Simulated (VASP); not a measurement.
# MgS in VASP: further runs, part 2 of 3

VASP 6.6.1. The steps go on from the part before.

## (3) Single point, PBEsol (strain -0.080 along x and y, -0.080 along z)

INCAR reads:

```
PREC = Accurate
ENCUT = 600
EDIFF = 1E-6
ISMEAR = 0
SIGMA = 0.05
LREAL = False
LASPH = True
NELM = 120
ALGO = Normal
ISIF = 2
LWAVE = False
LCHARG = False
GGA = PS
NBANDS = 11
GGA_COMPAT = False
```

KPOINTS reads:

```
Automatic mesh
0
Gamma
  8 8 8
```

POSCAR reads:

```
MgS
1.0
    0.0000000000      2.3935180000      2.3935180000
    2.3935180000      0.0000000000      2.3935180000
    2.3935180000      2.3935180000      0.0000000000
Mg S
1 1
Direct
    0.0000000000      0.0000000000      0.0000000000
    0.5000000000      0.5000000000      0.5000000000
```

Potentials or basis: VASP PAW PBE potentials, release 64 (Mg, S).

Run with:

```console
cat potpaw_PBE.64/Mg/POTCAR potpaw_PBE.64/S/POTCAR > POTCAR
mpirun -np 1 vasp_std > vasp.out
```

OUTCAR:

```text
PREC = Accurate
   ENCUT = 600
   EDIFF = 1E-6
   ISMEAR = 0
   LREAL = False
   LASPH = True
   NELM = 120
   ISIF = 2
   GGA = PS

 ion  position               nearest neighbor table
   1  0.000  0.000  0.000-   2 2.39   2 2.39   2 2.39   2 2.39   2 2.39   2 2.39
   2  0.500  0.500  0.500-   1 2.39   1 2.39   1 2.39   1 2.39   1 2.39   1 2.39

  LATTYP: Found a face centered cubic cell.
 ALAT       =     4.7870360000

  Lattice vectors:

 A1 = (   0.0000000000,   2.3935180000,   2.3935180000)
 A2 = (   2.3935180000,   0.0000000000,   2.3935180000)
 A3 = (   2.3935180000,   2.3935180000,   0.0000000000)

Analysis of symmetry for initial positions (statically):
=====================================================================
 Subroutine PRICEL returns:
 Original cell was already a primitive cell.

 Routine SETGRP: Setting up the symmetry group for a
 face centered cubic supercell.

 Subroutine GETGRP returns: Found 48 space group operations
 (whereof 48 operations were pure point group operations)
 out of a pool of 48 trial point group operations.

The static configuration has the point symmetry O_h .

Analysis of symmetry for dynamics (positions and initial velocities):
=====================================================================
 Subroutine PRICEL returns:
 Original cell was already a primitive cell.

 Routine SETGRP: Setting up the symmetry group for a
 face centered cubic supercell.

 Subroutine GETGRP returns: Found 48 space group operations
 (whereof 48 operations were pure point group operations)
 out of a pool of 48 trial point group operations.

The dynamic configuration has the point symmetry O_h .

 Subroutine INISYM returns: Found 48 space group operations
 (whereof 48 operations are pure point group operations),
 and found     1 'primitive' translations

----------------------------------------------------------------------------------------

                                     Primitive cell

  volume of cell :      27.4246

  direct lattice vectors                    reciprocal lattice vectors
     0.000000000  2.393518000  2.393518000    -0.208897531  0.208897531  0.208897531
     2.393518000  0.000000000  2.393518000     0.208897531 -0.208897531  0.208897531
     2.393518000  2.393518000  0.000000000     0.208897531  0.208897531 -0.208897531

  length of vectors
     3.384945617  3.384945617  3.384945617     0.361821137  0.361821137  0.361821137

  position of ions in fractional coordinates (direct lattice)
     0.000000000  0.000000000  0.000000000
     0.500000000  0.500000000  0.500000000

  ion indices of the primitive-cell ions
   primitive index   ion index
                 1           1
                 2           2

----------------------------------------------------------------------------------------

 KPOINTS: Automatic mesh

Automatic generation of k-mesh.
 Grid dimensions read from file:
 generate k-points for:    8    8    8

 Generating k-lattice:

  Cartesian coordinates                     Fractional coordinates (reciprocal lattice)
    -0.026112191  0.026112191  0.026112191     0.125000000  0.000000000  0.000000000
     0.026112191 -0.026112191  0.026112191     0.000000000  0.125000000  0.000000000
     0.026112191  0.026112191 -0.026112191     0.000000000  0.000000000  0.125000000

  Length of vectors
     0.045227642  0.045227642  0.045227642

  Shift w.r.t. Gamma in fractional coordinates (k-lattice)
     0.000000000  0.000000000  0.000000000

 Subroutine IBZKPT returns following result:
 ===========================================

 Found     29 irreducible k-points:

 Following reciprocal coordinates:
            Coordinates               Weight
  0.000000  0.000000  0.000000      1.000000
  0.125000  0.000000  0.000000      8.000000
  0.250000  0.000000  0.000000      8.000000
  0.375000  0.000000  0.000000      8.000000
  0.500000  0.000000  0.000000      4.000000
  0.125000  0.125000  0.000000      6.000000
[... 16 lines left out ...]
  0.500000  0.250000  0.125000     48.000000
 -0.375000  0.250000  0.125000     24.000000
 [... further k-points ...]
   k-points           NKPTS =     29   k-points in BZ     NKDIM =     29   number of bands    NBANDS=     11
   number of dos      NEDOS =    301   number of ions     NIONS =      2
   total plane-waves  NPLWV =  21952
   dimension x,y,z NGX =    28 NGY =   28 NGZ =   28
   dimension x,y,z NGXF=    56 NGYF=   56 NGZF=   56
   ions per type =               1   1
   NGX,Y,Z   is equivalent  to a cutoff of  13.75, 13.75, 13.75 a.u.
   NGXF,Y,Z  is equivalent  to a cutoff of  27.50, 27.50, 27.50 a.u.
 SYSTEM =  unknown system
   PREC   = accura    normal or accurate (medium, high low for compatibility)
   ISTART =      0    job   : 0-new  1-cont  2-samecut
   ICHARG =      2    charge: 1-file 2-atom 10-const
   ISPIN  =      1    spin polarized calculation?
   LNONCOLLINEAR =      F non collinear calculations
   LSORBIT =      F    spin-orbit coupling
   LASPH  =      T    aspherical Exc in radial PAW
   ENCUT  =  600.0 eV  44.10 Ry    6.64 a.u.   6.76  6.76  6.76*2*pi/ulx,y,z
   NELM   =    120;   NELMIN=  2; NELMDL= -5     # of ELM steps
   EDIFF  = 0.1E-05   stopping-criterion for ELM
   LREAL  =      F    real-space projection
   EDIFFG = 0.1E-04   stopping-criterion for IOM
   NSW    =      0    number of steps for IOM
   IBRION =     -1    ionic relax: 0-MD 1-quasi-New 2-CG
   NFREE  =      0    steps in history (QN), initial steepest desc. (CG)
   ISIF   =      2    stress and relaxation
   ISYM   =      2    0-nonsym 1-usesym 2-fastsym
   POTIM  = 0.5000    time-step for ionic-motion
   TEBEG  =    0.0;   TEEND  =   0.0 temperature during run
   PSTRESS=    0.0 pullay stress
   NELECT =       8.0000    total number of electrons
   NUPDOWN=      -1.0000    fix difference up-down
   EMIN   =  10.00;   EMAX   =-10.00  energy-range for DOS
   EFERMI =   0.00;   METHOD = LEGACY
   ISMEAR =     0;   SIGMA  =   0.05  broadening in eV -4-tet -1-fermi 0-gaus
   EFERMI_NEDOS =   21; number of points for ismear=-14 and -15
   IALGO  =     38    algorithm
   IMIX   =      4    mixing-type and parameters
     AMIX     =   0.40;   BMIX     =  1.00
     AMIX_MAG =   1.60;   BMIX_MAG =  1.00
  volume/ion in A,a.u.               =      13.71        92.54
  Fermi-wavevector in a.u.,A,eV,Ry     =   1.085737  2.051746 16.038897  1.178826
  Thomas-Fermi vector in A             =   2.221858
   LORBIT       =      0    0 simple, 1 ext, 2 COOP (PROOUT), +10 PAW based schemes
   GGA     = PS    functional components
   LHFCALC =     F    Hartree Fock is set to
   AEXX    =    0.0000 exact exchange contribution
   IVDW    =     0    specifies the selected vdW correction
   LEPSILON=     F    determine dielectric tensor
   LRPA    =     F    only Hartree local field effects (RPA)
 non-spin polarized calculation
 Gauss-broadening in eV      SIGMA  =   0.05
  energy-cutoff  :      600.00
  volume of cell :       27.42
 maximum number of plane-waves:       941
   NGX = 13   NGY = 13   NGZ = 13

 number of electron       8.0000001 magnetization

 Free energy of the ion-electron system (eV)
  ---------------------------------------------------
  ext. energy  EPLUGINS =         0.00000000
  ---------------------------------------------------
  free energy    TOTEN  =        -8.51375626 eV

  energy without entropy =       -8.51375626  energy(sigma->0) =       -8.51375626

 E-fermi :   6.5077     XC(G=0): -10.9155

 val. band max:        6.2520843334   @ k =   0.0000   0.0000   0.0000
 cond. band min:       9.4351392585   @ k =   0.5000   0.5000   0.0000
 fundamental gap:      3.1830549251
 Fermi energy:         6.5076904472

 k-point     1 :       0.0000    0.0000    0.0000
  band No.  band energies     occupation
      1      -8.1413      2.00000
      2       6.2521      2.00000
      3       6.2521      2.00000
      4       6.2521      2.00000
      5      12.1420      0.00000
      6      13.7915      0.00000
      7      13.7915      0.00000
      8      13.7915      0.00000
      9      16.7362      0.00000
     10      16.7362      0.00000
     11      19.0301      0.00000
[... 309 lines left out ...]
 k-point    24 :      -0.3750    0.2500    0.1250
  band No.  band energies     occupation
      1      -5.7415      2.00000
      2       0.4629      2.00000
      3       3.1959      2.00000
      4       4.5348      2.00000
      5      12.2007      0.00000
      6      12.6772      0.00000
      7      15.3584      0.00000
      8      16.7242      0.00000
      9      19.4872      0.00000
     10      21.9260      0.00000
     11      23.2231      0.00000

 [... further k-points ...]

------------------------ aborting loop because EDIFF is reached ----------------------------------------

  FORCE on cell =-STRESS in cart. coord.  units (eV):
  Direction    XX          YY          ZZ          XY          YZ          ZX
  --------------------------------------------------------------------------------------
  -------------------------------------------------------------------------------------
  Total        5.1621561      5.1621561      5.1621561      0.0000000      0.0000000     -0.0000000
  in kB      301.5793669    301.5793669    301.5793669      0.0000000      0.0000000     -0.0000000
  external PRESSURE =     301.5793669 kB  Pullay stress =       0.0000000 kB

 VOLUME and BASIS-vectors are now :
 -----------------------------------------------------------------------------
  energy-cutoff  :      600.00
  volume of cell :       27.42
      direct lattice vectors                 reciprocal lattice vectors
     0.000000000  2.393518000  2.393518000    -0.208897531  0.208897531  0.208897531
     2.393518000  0.000000000  2.393518000     0.208897531 -0.208897531  0.208897531
     2.393518000  2.393518000  0.000000000     0.208897531  0.208897531 -0.208897531

 POSITION                                       TOTAL-FORCE (eV/Angst)
 -----------------------------------------------------------------------------------
      0.00000      0.00000      0.00000        -0.000000     -0.000000      0.000000
      2.39352      2.39352      2.39352         0.000000      0.000000     -0.000000
 -----------------------------------------------------------------------------------
    total drift:                                0.000000      0.000000      0.000000

  FREE ENERGIE OF THE ION-ELECTRON SYSTEM (eV)
  ---------------------------------------------------
  free  energy   TOTEN  =        -8.5137562607 eV

  energy  without entropy=       -8.5137562607  energy(sigma->0) =       -8.51375626
```

OSZICAR:

```text
N       E                     dE             d eps       ncg     rms          rms(c)
DAV:   1     0.214297828427E+02    0.21430E+02   -0.40719E+03   678   0.687E+02
DAV:   2    -0.760051485565E+01   -0.29030E+02   -0.26759E+02   828   0.109E+02
DAV:   3    -0.884262122553E+01   -0.12421E+01   -0.12400E+01   770   0.220E+01
DAV:   4    -0.884931169590E+01   -0.66905E-02   -0.66899E-02   762   0.191E+00
DAV:   5    -0.884935764238E+01   -0.45946E-04   -0.45947E-04   799   0.156E-01    0.557E+00
DAV:   6    -0.856135893384E+01    0.28800E+00   -0.49039E-01   707   0.303E+00    0.424E+00
DAV:   7    -0.851569645979E+01    0.45662E-01   -0.19466E-01   751   0.201E+00    0.236E+00
DAV:   8    -0.851386952165E+01    0.18269E-02   -0.71813E-03   713   0.485E-01    0.769E-01
DAV:   9    -0.851375863227E+01    0.11089E-03   -0.24471E-04   740   0.990E-02    0.266E-01
DAV:  10    -0.851375835616E+01    0.27611E-06   -0.74264E-05   722   0.403E-02    0.362E-02
DAV:  11    -0.851375638154E+01    0.19746E-05   -0.52953E-06   728   0.114E-02    0.927E-03
DAV:  12    -0.851375626074E+01    0.12080E-06   -0.32650E-07   394   0.342E-03
   1 F= -.85137563E+01 E0= -.85137563E+01  d E =-.738709E-15
```

stdout:

```text
POSCAR found type information on POSCAR MgS
 POSCAR found :  2 types and       2 ions
 scaLAPACK will be used
 -----------------------------------------------------------------------------
|                                                                             |
|                                                                             |
|     You enforced a specific xc type in the INCAR file but a different       |
|     I HOPE YOU KNOW WHAT YOU ARE DOING!                                     |
|                                                                             |
 -----------------------------------------------------------------------------

 LDA part: xc-table for (Slater+PW92), standard interpolation
 POSCAR, INCAR and KPOINTS ok, starting setup
 FFT: planning ... GRIDC
 FFT: planning ... GRID_SOFT
 FFT: planning ... GRID
 WAVECAR not read
 entering main loop
```

It took 5.4 s on 1 thread of Intel Xeon 6975P-C (Granite Rapids), shared host; peak memory 0.15 GiB.

Results:

| Property | Result |
| --- | --- |
| Free energy | -8.5138 eV |
| Pressure | 30.2 GPa |
| Band gap on the k mesh | 3.18 eV, indirect (least direct gap 5.54 eV) |

Caveat: the cell differs from its parent crystal (strain -0.080 along x and y, -0.080 along z); the PAW data sets were made with another functional, which shifts forces and pressure a little.

## (4) Single point, PBEsol (strain -0.040 along x and y, -0.040 along z)

INCAR reads:

```
ALGO = Normal ; EDIFF = 1E-6
ENCUT = 600 ; GGA = PS
GGA_COMPAT = F ; ISIF = 2
ISMEAR = 0 ; LASPH = T
LCHARG = F ; LREAL = F
LWAVE = F ; NBANDS = 11
NELM = 120 ; PREC = Accurate
SIGMA = 0.05
```

KPOINTS reads:

```
k-points
0
Gamma
  8 8 8
```

POSCAR reads:

```
MgS
1.0
    0.0000000000      2.4975840000      2.4975840000
    2.4975840000      0.0000000000      2.4975840000
    2.4975840000      2.4975840000      0.0000000000
Mg S
1 1
Direct
    0.0000000000      0.0000000000      0.0000000000
    0.5000000000      0.5000000000      0.5000000000
```

Run with:

```console
cat potpaw_PBE.64/Mg/POTCAR potpaw_PBE.64/S/POTCAR > POTCAR
mpirun -np 1 vasp_std > vasp.out
```

It took 5.2 s on 1 thread of Intel Xeon 6975P-C (Granite Rapids), shared host; peak memory 0.16 GiB.

The run converged. Its results:

```yaml
Free_energy: -8.9677 eV
Pressure: 10.6 GPa
Band_gap_on_the_k_mesh: 2.95 eV, indirect (least direct gap 4.63 eV)
```

Levels at points of the mesh, in eV from the valence-band top:
```tsv
k point	band 1	band 2	band 3	band 4	band 5	band 6	band 7	band 8	band 9
(0.00, 0.00, 0.00)	-13.45	0.00	0.00	0.00	4.63	7.74	7.74	7.74	10.42
(0.50, 0.00, 0.00)	-11.78	-5.59	-0.76	-0.76	4.56	6.95	6.95	11.35	12.77
(0.50, 0.50, 0.00)	-11.30	-4.95	-2.00	-2.00	2.95	3.82	13.12	13.16	14.57
```

Caveat: the cell differs from its parent crystal (strain -0.040 along x and y, -0.040 along z); the PAW data sets were made with another functional, which shifts forces and pressure a little. A k mesh can miss the band edges.

[end of part 2 of 3]
